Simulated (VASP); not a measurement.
A run of VASP 6.6.1:

INCAR

```
SYSTEM = GeW
PREC = Accurate
ENCUT = 500
EDIFF = 1E-6
ISMEAR = 0
SIGMA = 0.2
LREAL = .FALSE.
LASPH = .TRUE.
NELM = 120
ALGO = Normal
ISIF = 2
LWAVE = .FALSE.
LCHARG = .FALSE.
GGA = PE
NBANDS = 21
GGA_COMPAT = .FALSE.
```

File KPOINTS:

```
regular mesh
0
G
  5 5 7
  0 0 0
```

File POSCAR:

```
GeW
1.0
    3.6373206318      0.0000000000      0.0000000000
    0.0000000000      3.6373206318      0.0000000000
    0.0000000000      0.0000000000      2.7204660242
Ge W
1 1
Direct
    0.5000000000      0.5000000000      0.5000000000
    0.0000000000      0.0000000000      0.5000000000
```

Potentials or basis: VASP PAW PBE potentials, release 64 (Ge_d, W_sv).

Run with:

```console
$ cat potpaw_PBE.64/Ge_d/POTCAR potpaw_PBE.64/W_sv/POTCAR > POTCAR
$ mpirun -np 1 vasp_std > vasp.out
```

Hardware: 1 thread of AMD EPYC 7R13 Processor (Zen 3), on a shared host.

Task: Estimate the wall time of this run.

Result: Wall time 12 s on 1 thread of AMD EPYC 7R13 Processor (Zen 3) (shared host), peak memory 0.12 GiB. Counts: scf iterations 12, k points 24.
